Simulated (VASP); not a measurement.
Write the native input for VASP 6.6.1 that does the following.

```
Task                   : single point
Functional             : PBEsol
Dispersion             : D4
Potentials or basis    : VASP PAW PBE potentials, release 64 (As, Ga_d)
Cutoff                 : 520 eV
k mesh                 : 8 × 8 × 8
Occupations            : fermi-dirac, width 0.05 eV
Spin                   : no spin polarisation
Dipole correction      : no
Further INCAR settings : ALGO = Normal; EDIFF = 1e-06; NBANDS = 16
```

The structure of GaAs lies in POSCAR:

```
GaAs
1.0
    0.0000000000      2.8081090945      2.8081090945
    2.8081090945      0.0000000000      2.8081090945
    2.8081090945      2.8081090945      0.0000000000
As Ga
1 1
Direct
    0.7500000000      0.7500000000      0.7500000000
    0.0000000000      0.0000000000      0.0000000000
```

One way to write it, as run:

INCAR

```
PREC = Accurate
ENCUT = 520
EDIFF = 1E-6
ISMEAR = -1
SIGMA = 0.05
LREAL = F
LASPH = T
NELM = 60
ALGO = Normal
ISIF = 2
LWAVE = F
LCHARG = F
GGA = PS
IVDW = 13
NBANDS = 16
```

KPOINTS

```
regular mesh
0
Gamma
  8 8 8
```

Potentials or basis: VASP PAW PBE potentials, release 64 (As, Ga_d).

Launch:

```bash
$ cat potpaw_PBE.64/As/POTCAR potpaw_PBE.64/Ga_d/POTCAR > POTCAR
$ mpirun -np 1 vasp_std > vasp.out
```

It gave:

```json
{
  "Pressure": "0.2 GPa",
  "Band gap on the k mesh": "0.61 eV, direct",
  "Dispersion energy per atom": "-0.245 eV"
}
```

Caveat: the PAW data sets were made with another functional, which shifts forces and pressure a little.

Run time: 49 s on 1 thread of AMD EPYC 7R13, with other jobs on the host, peak memory 0.15 GiB.
